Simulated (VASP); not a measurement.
A run of VASP 6.6.1 is set up as follows.

File INCAR:

```
SYSTEM = MgO
ALGO = Normal
EDIFF = 1E-7
EDIFFG = -0.005
ENCUT = 600
GGA = PS
IBRION = 2
ISIF = 3
ISMEAR = -1
LASPH = .True.
LCHARG = .False.
LREAL = .False.
LWAVE = .False.
NELM = 100
NSW = 80
PREC = Accurate
SIGMA = 0.02
```

Contents of KPOINTS:

```
k-points
0
Gamma
  12 12 6
  0 0 0
```

POSCAR

```
MgO
1.0
    3.5206077921      0.0000000000      0.0000000000
   -1.7603038961      3.0489357847      0.0000000000
    0.0000000000      0.0000000000      4.2381122604
Mg O
2 2
Direct
    0.6666666667      0.3333333333      0.7500000000
    0.3333333333      0.6666666667      0.2500000000
    0.6666666667      0.3333333333      0.2500000000
    0.3333333333      0.6666666667      0.7500000000
```

Potentials or basis: VASP PAW PBE potentials, release 64 (Mg, O).

Command:

```sh
$ cat potpaw_PBE.64/Mg/POTCAR potpaw_PBE.64/O/POTCAR > POTCAR
$ mpirun -np 1 vasp_std > vasp.out
```

**Question.** What does it give for the relaxed cell?

**Answer.** a = 3.489 Å, b = 3.489 Å, c = 4.187 Å, α = 90.00°, β = 90.00°, γ = 120.00°.

**Question.** Predict the relaxed volume.

**Answer.** 11.04 Å³/atom.

**Question.** What does it give for the band gap on the k mesh?

**Answer.** 3.29 eV.

Final structure:
```
Mg O
1.0
     3.48929    0.00000    0.00000
    -1.74465    3.02182    0.00000
     0.00000    0.00000    4.18714
Mg O
2 2
Direct
  0.66667 0.33333 0.75000
  0.33333 0.66667 0.25000
  0.66667 0.33333 0.25000
  0.33333 0.66667 0.75000
```

Caveat: the PAW data sets were made with another functional, which shifts forces and pressure a little. A k mesh can miss the band edges.
